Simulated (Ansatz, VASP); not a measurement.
**One calculation of Cu, two programs**

```
Cu
1.0
    -1.46310    1.46310    1.32430
     1.46310   -1.46310    1.32430
     1.46310    1.46310   -1.32430
Cu
1
Direct
  0.00000 0.00000 0.00000
```

Alike in both runs: task single point; functional LDA; k mesh 22 × 22 × 22; occupations gaussian, width 0.15 eV; no spin polarisation.

```csv
,VASP,Ansatz
version,VASP 6.6.1,Ansatz 0.2.0
potentials or method,"VASP PAW LDA potentials, release 64 (Cu), cutoff 520 eV","scalar-relativistic, plane waves, PAW"
valence electrons in the cell,11,19
```

VASP gave:

* gap on the k mesh at the Fermi level (eV): none
* pressure (GPa): -5.2
* traceless stress, the component that is largest in VASP (GPa): 0.52

Task: Which values does Ansatz return?

Result: gap on the k mesh at the Fermi level (eV): none; pressure (GPa): -6.1; traceless stress, the component that is largest in VASP (GPa): 0.46.

Ansatz warns that its potentials were made for another functional, while VASP's fit it. LDA's correlation is that of Perdew and Zunger in VASP and of Perdew and Wang (1992) in Ansatz. A gap of «none» marks a metal or a gap that the smearing closes. VASP's potentials hold 11 valence electrons a cell and Ansatz's 19, so a difference there can come from the potentials and not from the codes.
